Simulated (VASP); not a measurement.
The system is TaN.

```
Ta N
1.0
     0.00000    2.21132    2.21132
     2.21132    0.00000    2.21132
     2.21132    2.21132    0.00000
Ta N
1 1
Cartesian
  2.2113 2.2113 2.2113
  0.0000 0.0000 0.0000
```

Program: VASP 6.6.1. Alike in all runs: task single point; cell as given; cutoff (eV) 520; smearing fermi-dirac 0.05 eV.

Order these runs on this cell by their pressure, lowest first.
A. level LDA; potentials or basis VASP PAW LDA potentials, release 64 (Ta_pv, N); spin non-collinear, zero start, SOC; k mesh 7 × 7 × 7
B. level PBEsol+U; potentials or basis VASP PAW PBE potentials, release 64 (Ta_pv, N); spin off; U Ta d U = 4.0 eV; k mesh 10 × 10 × 10
C. level PBE; potentials or basis VASP PAW PBE potentials, release 64 (Ta_pv, N); spin off; k mesh 10 × 10 × 10
D. level PBEsol; potentials or basis VASP PAW PBE potentials, release 64 (Ta_pv, N); spin off; k mesh 10 × 10 × 10

A (-14.9 GPa), D (-9.9 GPa), C (-0.6 GPa), B (1.9 GPa).

Caveats: the PAW data sets were made with another functional, which shifts forces and pressure a little (some runs); U without spin polarisation on a metal has little footing (some runs).
